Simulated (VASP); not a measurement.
# CuI (F-43m) in VASP: a series of runs

CuI is run at these levels: PBE-based global hybrid with 30 % exact exchange, PBE-based screened hybrid with 35 % exact exchange, PBE-based global hybrid with 35 % exact exchange, PBE-based global hybrid with 40 % exact exchange; tasks: single point.

All numbers are computed with VASP 6.6.1; they aren't measurements. Logs are shortened: lines on timing, memory, paths and dates and some standing lists are left out, and cuts for length are marked.

### Step 1. The cell of the first run

The structure is cubic, space group F-43m (No. 216). The conventional cell has a = 6.024 Å, b = 6.024 Å, c = 6.024 Å, α = 90.00°, β = 90.00°, γ = 90.00°. Within 3.4 Å of Cu (site symmetry -43m) lie 4 I at 2.61 Å. I (site symmetry -43m) has 4 Cu at 2.61 Å within 3.4 Å.

### Step 2. Single point, PBE-based global hybrid with 30 % exact exchange

Contents of POSCAR:

```
CuI
1.0
    0.0000000000      3.0120291112      3.0120291112
    3.0120291112      0.0000000000      3.0120291112
    3.0120291112      3.0120291112      0.0000000000
Cu I
1 1
Direct
    0.0000000000      0.0000000000      0.0000000000
    0.2500000000      0.2500000000      0.2500000000
```

Contents of INCAR.step1:

```
SYSTEM = CuI
PREC = Accurate
ENCUT = 520
EDIFF = 1E-5
ISMEAR = 0
SIGMA = 0.01
LREAL = .False.
LASPH = .True.
NELM = 100
ALGO = Normal
ISIF = 2
LWAVE = .True.
GGA = PE
NBANDS = 16
```

Contents of INCAR.step2:

```
SYSTEM = CuI
PREC = Accurate
ENCUT = 520
EDIFF = 1E-7
ISMEAR = 0
SIGMA = 0.01
LREAL = .False.
LASPH = .True.
NELM = 100
ALGO = Normal
ISIF = 2
LWAVE = .False.
LCHARG = .True.
GGA = PE
LHFCALC = .True.
AEXX = 0.3
PRECFOCK = Normal
LELF = .True.
LVHAR = .True.
ISTART = 1
NBANDS = 16
```

Contents of KPOINTS:

```
regular mesh
0
Gamma
  4 4 4
  0 0 0
```

Potentials or basis: VASP PAW PBE potentials, release 64 (Cu, I).

Command:

```
$ cat potpaw_PBE.64/Cu/POTCAR potpaw_PBE.64/I/POTCAR > POTCAR
$ cp INCAR.step1 INCAR
$ mpirun -np 1 vasp_std > vasp.out
$ cp INCAR.step2 INCAR
$ mpirun -np 1 vasp_std > vasp.out
```

OUTCAR:

```text
SYSTEM = CuI
   PREC = Accurate
   ENCUT = 520
   EDIFF = 1E-7
   ISMEAR = 0
   LREAL = .False.
   LASPH = .True.
   NELM = 100
   ISIF = 2
   GGA = PE
   LHFCALC = .True.
   AEXX = 0.3
   PRECFOCK = Normal
   ISTART = 1

 ion  position               nearest neighbor table
   1  0.000  0.000  0.000-   2 2.61   2 2.61   2 2.61   2 2.61
   2  0.250  0.250  0.250-   1 2.61   1 2.61   1 2.61   1 2.61

  LATTYP: Found a face centered cubic cell.
 ALAT       =     6.0240582224

  Lattice vectors:

 A1 = (   0.0000000000,   3.0120291112,   3.0120291112)
 A2 = (   3.0120291112,   0.0000000000,   3.0120291112)
 A3 = (   3.0120291112,   3.0120291112,   0.0000000000)

Analysis of symmetry for initial positions (statically):
=====================================================================
 Subroutine PRICEL returns:
 Original cell was already a primitive cell.

 Routine SETGRP: Setting up the symmetry group for a
 face centered cubic supercell.

 Subroutine GETGRP returns: Found 24 space group operations
 (whereof 24 operations were pure point group operations)
 out of a pool of 48 trial point group operations.

The static configuration has the point symmetry T_d .

Analysis of symmetry for dynamics (positions and initial velocities):
=====================================================================
 Subroutine PRICEL returns:
 Original cell was already a primitive cell.

 Routine SETGRP: Setting up the symmetry group for a
 face centered cubic supercell.

 Subroutine GETGRP returns: Found 24 space group operations
 (whereof 24 operations were pure point group operations)
 out of a pool of 48 trial point group operations.

The dynamic configuration has the point symmetry T_d .

 Subroutine INISYM returns: Found 24 space group operations
 (whereof 24 operations are pure point group operations),
 and found     1 'primitive' translations

----------------------------------------------------------------------------------------

                                     Primitive cell

  volume of cell :      54.6522

  direct lattice vectors                    reciprocal lattice vectors
     0.000000000  3.012029111  3.012029111    -0.166001052  0.166001052  0.166001052
     3.012029111  0.000000000  3.012029111     0.166001052 -0.166001052  0.166001052
     3.012029111  3.012029111  0.000000000     0.166001052  0.166001052 -0.166001052

  length of vectors
     4.259652419  4.259652419  4.259652419     0.287522256  0.287522256  0.287522256

  position of ions in fractional coordinates (direct lattice)
     0.000000000  0.000000000  0.000000000
     0.250000000  0.250000000  0.250000000

  ion indices of the primitive-cell ions
   primitive index   ion index
                 1           1
                 2           2

----------------------------------------------------------------------------------------

 KPOINTS: regular mesh

Automatic generation of k-mesh.
 Grid dimensions read from file:
 generate k-points for:    4    4    4

 Generating k-lattice:

  Cartesian coordinates                     Fractional coordinates (reciprocal lattice)
    -0.041500263  0.041500263  0.041500263     0.250000000  0.000000000  0.000000000
     0.041500263 -0.041500263  0.041500263     0.000000000  0.250000000  0.000000000
     0.041500263  0.041500263 -0.041500263     0.000000000  0.000000000  0.250000000

  Length of vectors
     0.071880564  0.071880564  0.071880564

  Shift w.r.t. Gamma in fractional coordinates (k-lattice)
     0.000000000  0.000000000  0.000000000

 Subroutine IBZKPT returns following result:
 ===========================================

 Found      8 irreducible k-points:

 Following reciprocal coordinates:
            Coordinates               Weight
  0.000000  0.000000  0.000000      1.000000
  0.250000  0.000000  0.000000      8.000000
  0.500000  0.000000  0.000000      4.000000
  0.250000  0.250000  0.000000      6.000000
  0.500000  0.250000  0.000000     24.000000
 -0.250000  0.250000  0.000000     12.000000
  0.500000  0.500000  0.000000      3.000000
 -0.250000  0.500000  0.250000      6.000000
   k-points           NKPTS =      8   k-points in BZ     NKDIM =     64   number of bands    NBANDS=     16
   number of dos      NEDOS =    301   number of ions     NIONS =      2
   total plane-waves  NPLWV =  32768
   dimension x,y,z NGX =    32 NGY =   32 NGZ =   32
   dimension x,y,z NGXF=    64 NGYF=   64 NGZF=   64
   ions per type =               1   1
   NGX,Y,Z   is equivalent  to a cutoff of  12.49, 12.49, 12.49 a.u.
   NGXF,Y,Z  is equivalent  to a cutoff of  24.98, 24.98, 24.98 a.u.
 SYSTEM =  CuI
   PREC   = accura    normal or accurate (medium, high low for compatibility)
   ISTART =      1    job   : 0-new  1-cont  2-samecut
   ICHARG =      0    charge: 1-file 2-atom 10-const
   ISPIN  =      1    spin polarized calculation?
   LNONCOLLINEAR =      F non collinear calculations
   LSORBIT =      F    spin-orbit coupling
   LASPH  =      T    aspherical Exc in radial PAW
   ENCUT  =  520.0 eV  38.22 Ry    6.18 a.u.   7.92  7.92  7.92*2*pi/ulx,y,z
   NELM   =    100;   NELMIN=  2; NELMDL=  0     # of ELM steps
   EDIFF  = 0.1E-06   stopping-criterion for ELM
   LREAL  =      F    real-space projection
   EDIFFG = 0.1E-05   stopping-criterion for IOM
   NSW    =      0    number of steps for IOM
   IBRION =     -1    ionic relax: 0-MD 1-quasi-New 2-CG
   NFREE  =      0    steps in history (QN), initial steepest desc. (CG)
   ISIF   =      2    stress and relaxation
   ISYM   =      3    0-nonsym 1-usesym 2-fastsym
   POTIM  = 0.5000    time-step for ionic-motion
   TEBEG  =    0.0;   TEEND  =   0.0 temperature during run
   PSTRESS=    0.0 pullay stress
   NELECT =      18.0000    total number of electrons
   NUPDOWN=      -1.0000    fix difference up-down
   EMIN   =  10.00;   EMAX   =-10.00  energy-range for DOS
   EFERMI =   0.00;   METHOD = LEGACY
   ISMEAR =     0;   SIGMA  =   0.01  broadening in eV -4-tet -1-fermi 0-gaus
   EFERMI_NEDOS =   21; number of points for ismear=-14 and -15
   IALGO  =     38    algorithm
   IMIX   =      1    mixing-type and parameters
     AMIX     =   0.40;   BMIX     =  1.00
     AMIX_MAG =   1.60;   BMIX_MAG =  1.00
  volume/ion in A,a.u.               =      27.33       184.41
  Fermi-wavevector in a.u.,A,eV,Ry     =   1.130568  2.136463 17.390734  1.278183
  Thomas-Fermi vector in A             =   2.267264
   LORBIT       =      0    0 simple, 1 ext, 2 COOP (PROOUT), +10 PAW based schemes
   GGA     = PE    functional components
   LHFCALC =     T    Hartree Fock is set to
   PRECFOCK=normal    Normal, Fast or Accurate (Low or Medium for compatibility)
   ENCUT4O =  -1.0   cutoff for four orbital integrals eV
   NKREDX  =     1    reduce k-point grid by
   NKREDY  =     1    reduce k-point grid by
   NKREDZ  =     1    reduce k-point grid by
   AEXX    =    0.3000 exact exchange contribution
   HFSCREEN=    0.0000 screening length (either q_TF or 0.3 A-1)
   HFSCREENC=   0.0000 screening length for correlation (either q_TF or 0.3 A-1)
   ENCUTFOCK=  -1.0 apply spherical cutoff to Coloumb kernel
   IVDW    =     0    specifies the selected vdW correction
   LEPSILON=     F    determine dielectric tensor
   LRPA    =     F    only Hartree local field effects (RPA)
 non-spin polarized calculation
 Gauss-broadening in eV      SIGMA  =   0.01
  energy-cutoff  :      520.00
  volume of cell :       54.65
 maximum number of plane-waves:      1480
  NGX = 24; NGY = 24; NGZ = 24

 number of electron      18.0000017 magnetization

 Free energy of the ion-electron system (eV)
  ---------------------------------------------------
  ext. energy  EPLUGINS =         0.00000000
  ---------------------------------------------------
  free energy    TOTEN  =        -7.32627574 eV

  energy without entropy =       -7.32627574  energy(sigma->0) =       -7.32627574

 E-fermi :   3.1532     XC(G=0):  -6.7287

 val. band max:        3.0461367330   @ k =   0.0000   0.0000   0.0000
 cond. band min:       6.8305254667   @ k =   0.0000   0.0000   0.0000
 fundamental gap:      3.7843887337
 Fermi energy:         3.1531634055

 k-point     1 :       0.0000    0.0000    0.0000
  band No.  band energies     occupation
      1     -12.0058      2.00000
      2      -1.1782      2.00000
      3      -1.1782      2.00000
      4      -1.1782      2.00000
      5       0.2857      2.00000
      6       0.2857      2.00000
[... 8 lines left out ...]
     15      15.4069      0.00000
     16      15.4069      0.00000

 k-point     2 :       0.2500    0.0000    0.0000
  band No.  band energies     occupation
      1     -11.6985      2.00000
      2      -1.8290      2.00000
      3      -1.1097      2.00000
      4      -1.1097      2.00000
      5       0.2753      2.00000
      6       0.2753      2.00000
[... 8 lines left out ...]
     15      14.4466      0.00000
     16      14.6708      0.00000

 k-point     3 :       0.5000    0.0000    0.0000
  band No.  band energies     occupation
      1     -11.3450      2.00000
      2      -2.6708      2.00000
      3      -1.0524      2.00000
      4      -1.0524      2.00000
      5       0.3081      2.00000
      6       0.3081      2.00000
[... 8 lines left out ...]
     15      16.8774      0.00000
     16      16.8774      0.00000

 k-point     4 :       0.2500    0.2500    0.0000
  band No.  band energies     occupation
      1     -11.5954      2.00000
      2      -1.9184      2.00000
      3      -1.0798      2.00000
      4      -1.0798      2.00000
      5       0.1967      2.00000
      6       0.3254      2.00000
[... 8 lines left out ...]
     15      16.0616      0.00000
     16      17.8288      0.00000

 k-point     5 :       0.5000    0.2500    0.0000
  band No.  band energies     occupation
      1     -11.2390      2.00000
      2      -2.3653      2.00000
      3      -1.3064      2.00000
      4      -0.9862      2.00000
      5       0.2354      2.00000
      6       0.3211      2.00000
[... 8 lines left out ...]
     15      17.0274      0.00000
     16      17.8089      0.00000

 k-point     6 :      -0.2500    0.2500    0.0000
  band No.  band energies     occupation
      1     -11.3584      2.00000
      2      -2.1193      2.00000
      3      -1.4366      2.00000
      4      -1.0189      2.00000
      5       0.2407      2.00000
      6       0.2893      2.00000
[... 8 lines left out ...]
     15      16.2934      0.00000
     16      18.0368      0.00000

 k-point     7 :       0.5000    0.5000    0.0000
  band No.  band energies     occupation
      1     -11.1210      2.00000
      2      -2.7106      2.00000
      3      -0.8944      2.00000
      4      -0.8944      2.00000
      5       0.2850      2.00000
      6       0.3658      2.00000
[... 8 lines left out ...]
     15      17.2163      0.00000
     16      18.0215      0.00000

 k-point     8 :      -0.2500    0.5000    0.2500
  band No.  band energies     occupation
      1     -11.1168      2.00000
      2      -2.0756      2.00000
      3      -1.7540      2.00000
      4      -0.9030      2.00000
      5       0.2086      2.00000
      6       0.4088      2.00000
[... 8 lines left out ...]
     15      17.6846      0.00000
     16      17.9944      0.00000

------------------------ aborting loop because EDIFF is reached ----------------------------------------

  FORCE on cell =-STRESS in cart. coord.  units (eV):
  Direction    XX          YY          ZZ          XY          YZ          ZX
  --------------------------------------------------------------------------------------
  -------------------------------------------------------------------------------------
  Total        0.4369257      0.4369257      0.4369257      0.0000000      0.0000000     -0.0000000
  in kB       12.8088648     12.8088648     12.8088648      0.0000000      0.0000000     -0.0000000
  external PRESSURE =      12.8088648 kB  Pullay stress =       0.0000000 kB

 VOLUME and BASIS-vectors are now :
 -----------------------------------------------------------------------------
  energy-cutoff  :      520.00
  volume of cell :       54.65
      direct lattice vectors                 reciprocal lattice vectors
     0.000000000  3.012029111  3.012029111    -0.166001052  0.166001052  0.166001052
     3.012029111  0.000000000  3.012029111     0.166001052 -0.166001052  0.166001052
     3.012029111  3.012029111  0.000000000     0.166001052  0.166001052 -0.166001052

 POSITION                                       TOTAL-FORCE (eV/Angst)
 -----------------------------------------------------------------------------------
      0.00000      0.00000      0.00000         0.000000      0.000000      0.000000
      1.50601      1.50601      1.50601        -0.000000     -0.000000     -0.000000
 -----------------------------------------------------------------------------------
    total drift:                                0.000132      0.000102      0.000082

  FREE ENERGIE OF THE ION-ELECTRON SYSTEM (eV)
  ---------------------------------------------------
  free  energy   TOTEN  =        -7.3262757395 eV

  energy  without entropy=       -7.3262757395  energy(sigma->0) =       -7.32627574
```

Wall time 7.2 min (1 thread of Intel Xeon Platinum 8259CL at 2.50GHz (Skylake/Cascade Lake), shared host); peak memory 0.19 GiB.

What came out:

```
Free energy            : -7.3263 eV
Pressure               : 1.3 GPa
Band gap on the k mesh : 3.78 eV
```

Levels at points of the mesh, in eV from the valence-band top:
```
           k point  band 5  band 6  band 7  band 8  band 9  band 10  band 11  band 12  band 13  band 14
(0.00, 0.00, 0.00)   -2.76   -2.76    0.00    0.00    0.00     3.78     7.45     7.45     7.45    11.12
(0.50, 0.00, 0.00)   -2.74   -2.74   -2.68   -0.90   -0.90     4.77     7.96     7.96     9.99    12.09
(0.50, 0.50, 0.00)   -2.76   -2.68   -2.52   -2.13   -2.13     4.93     5.40    12.25    12.95    12.95
```

Caveat: the k points lie up to 0.45 Å⁻¹ apart; the PAW data sets were made with another functional, which shifts forces and pressure a little; spin-orbit coupling is left out, which moves the levels of the heavy elements.

### Step 3. Single point, PBE-based screened hybrid with 35 % exact exchange

POSCAR is that of step 2.

Contents of INCAR.step1:

```
SYSTEM = CuI
PREC = Accurate
ENCUT = 520
EDIFF = 1E-5
ISMEAR = 0
SIGMA = 0.01
LREAL = .FALSE.
LASPH = .TRUE.
NELM = 80
ALGO = Normal
ISIF = 2
LWAVE = .TRUE.
LCHARG = .FALSE.
NBANDS = 16
GGA = PE
```

Contents of INCAR.step2:

```
SYSTEM = CuI
PREC = Accurate
ENCUT = 520
EDIFF = 1E-6
ISMEAR = 0
SIGMA = 0.01
LREAL = .FALSE.
LASPH = .TRUE.
NELM = 80
ALGO = Normal
ISIF = 2
LWAVE = .FALSE.
LCHARG = .FALSE.
GGA = PE
LHFCALC = .TRUE.
AEXX = 0.35
HFSCREEN = 0.2078
PRECFOCK = Normal
NBANDS = 16
ISTART = 1
```

Contents of KPOINTS:

```
regular mesh
0
G
  4 4 4
  0 0 0
```

Potentials or basis: VASP PAW PBE potentials, release 64 (Cu, I).

Command:

```
$ cat potpaw_PBE.64/Cu/POTCAR potpaw_PBE.64/I/POTCAR > POTCAR
$ cp INCAR.step1 INCAR
$ mpirun -np 1 vasp_std > vasp.out
$ cp INCAR.step2 INCAR
$ mpirun -np 1 vasp_std > vasp.out
```

OUTCAR:

```text
SYSTEM = CuI
   PREC = Accurate
   ENCUT = 520
   EDIFF = 1E-6
   ISMEAR = 0
   LREAL = .FALSE.
   LASPH = .TRUE.
   NELM = 80
   ISIF = 2
   GGA = PE
   LHFCALC = .TRUE.
   AEXX = 0.35
   HFSCREEN = 0.2078
   PRECFOCK = Normal
   ISTART = 1

 ion  position               nearest neighbor table
   1  0.000  0.000  0.000-   2 2.61   2 2.61   2 2.61   2 2.61
   2  0.250  0.250  0.250-   1 2.61   1 2.61   1 2.61   1 2.61

  LATTYP: Found a face centered cubic cell.
 ALAT       =     6.0240582224

  Lattice vectors:

 A1 = (   0.0000000000,   3.0120291112,   3.0120291112)
 A2 = (   3.0120291112,   0.0000000000,   3.0120291112)
 A3 = (   3.0120291112,   3.0120291112,   0.0000000000)

Analysis of symmetry for initial positions (statically):
=====================================================================
 Subroutine PRICEL returns:
 Original cell was already a primitive cell.

 Routine SETGRP: Setting up the symmetry group for a
 face centered cubic supercell.

 Subroutine GETGRP returns: Found 24 space group operations
 (whereof 24 operations were pure point group operations)
[... 152 lines left out ...]

  energy without entropy =       -6.86072649  energy(sigma->0) =       -6.86072649

 E-fermi :   3.4137     XC(G=0):  -6.8717

 val. band max:        3.3173150002   @ k =   0.0000   0.0000   0.0000
 cond. band min:       6.5309311508   @ k =   0.0000   0.0000   0.0000
 fundamental gap:      3.2136161506
 Fermi energy:         3.4136781442

 k-point     1 :       0.0000    0.0000    0.0000
  band No.  band energies     occupation
      1     -11.8345      2.00000
      2      -0.9666      2.00000
      3      -0.9666      2.00000
      4      -0.9666      2.00000
      5       0.4600      2.00000
      6       0.4600      2.00000
[... 129 lines left out ...]
      3      -1.4787      2.00000
      4      -0.6361      2.00000
      5       0.3820      2.00000
      6       0.5925      2.00000
[... 8 lines left out ...]
     15      17.3635      0.00000
     16      17.6790      0.00000

------------------------ aborting loop because EDIFF is reached ----------------------------------------

  FORCE on cell =-STRESS in cart. coord.  units (eV):
  Direction    XX          YY          ZZ          XY          YZ          ZX
  --------------------------------------------------------------------------------------
  -------------------------------------------------------------------------------------
  Total        0.5300005      0.5300005      0.5300005     -0.0000000      0.0000000      0.0000000
  in kB       15.5374375     15.5374375     15.5374375     -0.0000000      0.0000000      0.0000000
  external PRESSURE =      15.5374375 kB  Pullay stress =       0.0000000 kB

 VOLUME and BASIS-vectors are now :
 -----------------------------------------------------------------------------
  energy-cutoff  :      520.00
  volume of cell :       54.65
      direct lattice vectors                 reciprocal lattice vectors
     0.000000000  3.012029111  3.012029111    -0.166001052  0.166001052  0.166001052
     3.012029111  0.000000000  3.012029111     0.166001052 -0.166001052  0.166001052
     3.012029111  3.012029111  0.000000000     0.166001052  0.166001052 -0.166001052

 POSITION                                       TOTAL-FORCE (eV/Angst)
 -----------------------------------------------------------------------------------
      0.00000      0.00000      0.00000         0.000000      0.000000     -0.000000
      1.50601      1.50601      1.50601        -0.000000     -0.000000      0.000000
 -----------------------------------------------------------------------------------
    total drift:                                0.000228      0.000156      0.000139

  FREE ENERGIE OF THE ION-ELECTRON SYSTEM (eV)
  ---------------------------------------------------
  free  energy   TOTEN  =        -6.8607264895 eV

  energy  without entropy=       -6.8607264895  energy(sigma->0) =       -6.86072649
```

It took 7.3 min on 1 thread of Intel Xeon Platinum 8259CL at 2.50GHz (Skylake/Cascade Lake), shared host; peak memory 0.29 GiB.

Results:

* Free energy: -6.8607 eV
* Pressure: 1.6 GPa
* Band gap on the k mesh: 3.21 eV

Caveat: the k points lie up to 0.45 Å⁻¹ apart; the PAW data sets were made with another functional, which shifts forces and pressure a little; spin-orbit coupling is left out, which moves the levels of the heavy elements.

[end of part 1 of 2]
